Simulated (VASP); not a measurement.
Input of a VASP 6.6.1 run:

Contents of POSCAR:

```
Cu
1.0
    0.0000000000      1.7881324402      1.7881324402
    1.7881324402      0.0000000000      1.7881324402
    1.7881324402      1.7881324402      0.0000000000
Cu
1
Direct
    0.0000000000      0.0000000000      0.0000000000
```

Contents of INCAR.step1:

```
PREC = Accurate
ENCUT = 520
ISMEAR = 1
SIGMA = 1.0
LREAL = False
LASPH = True
NELM = 60
NBANDS = 12
GGA = PE
ALGO = Normal
EDIFF = 1E-4
LWAVE = True
LCHARG = False
```

INCAR.step2

```
PREC = Accurate
ENCUT = 520
EDIFF = 1E-6
ISMEAR = 1
SIGMA = 1.0
LREAL = False
LASPH = True
NELM = 60
ALGO = Normal
ISIF = 2
LWAVE = False
LCHARG = True
METAGGA = R2SCAN
LMIXTAU = True
LELF = True
LVHAR = True
NBANDS = 12
ISTART = 1
```

Contents of KPOINTS:

```
Automatic mesh
0
Gamma
  15 15 15
```

Potentials or basis: VASP PAW PBE potentials, release 64 (Cu).

Run with:

```bash
$ cat potpaw_PBE.64/Cu/POTCAR > POTCAR
$ cp INCAR.step1 INCAR
$ mpirun -np 1 vasp_std > vasp.out
$ cp INCAR.step2 INCAR
$ mpirun -np 1 vasp_std > vasp.out
```

**Question.** Estimate the pressure.

**Answer.** -0.2 GPa.

Caveat: the PAW data sets were made with another functional, which shifts forces and pressure a little.
